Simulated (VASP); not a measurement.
A run of VASP 6.6.1 is set up as follows.

The input INCAR:

```
ALGO = Normal ; EDIFF = 1E-6
ENCUT = 520 ; GGA = PE
ISIF = 2 ; ISMEAR = 0
LASPH = T ; LCHARG = F
LREAL = F ; LWAVE = F
NBANDS = 14 ; NELM = 80
PREC = Accurate ; SIGMA = 0.1
```

Contents of KPOINTS:

```
k-points
0
Gamma
  20 20 20
```

Contents of POSCAR:

```
IrC
1.0
    2.7221467971      0.0000000000      0.0000000000
    0.0000000000      2.7221467971      0.0000000000
    0.0000000000      0.0000000000      2.7221467971
Ir C
1 1
Direct
    0.5000000000      0.5000000000      0.5000000000
    0.0000000000      0.0000000000      0.0000000000
```

Potentials or basis: VASP PAW PBE potentials, release 64 (Ir, C).

Run with:

```sh
$ cat potpaw_PBE.64/Ir/POTCAR potpaw_PBE.64/C/POTCAR > POTCAR
$ mpirun -np 1 vasp_std > vasp.out
```

Task: What does it give for the pressure?

Result: 1.4 GPa.
